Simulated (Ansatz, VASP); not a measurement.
**Sr in VASP and in Ansatz**

```
Sr
1.0
    -2.23100    2.23100    2.61900
     2.23100   -2.23100    2.61900
     2.23100    2.23100   -2.61900
Sr
1
Direct
  0.00000 0.00000 0.00000
```

Change from the starting cell: strain -0.080 along x and y, +0.080 along z, atoms carried along.

Alike in both runs: task single point; functional r2SCAN; k mesh 14 × 14 × 14; occupations gaussian, width 0.15 eV; no spin polarisation.

```csv
,VASP,Ansatz
version,VASP 6.6.1,Ansatz 0.2.0
potentials or method,"VASP PAW PBE potentials, release 64 (Sr_sv), cutoff 520 eV","scalar-relativistic, plane waves, PAW"
valence electrons in the cell,10,10
```

```csv
,VASP,Ansatz,Ansatz less VASP
gap on the k mesh at the Fermi level (eV),none,none,-
pressure (GPa),1.0,1.0,-0.02
"traceless stress, the component that is largest in VASP (GPa)",0.05,0.06,+0.008
```

VASP's potentials were made for PBE, not for r2SCAN. A gap of «none» marks a metal or a gap that the smearing closes.
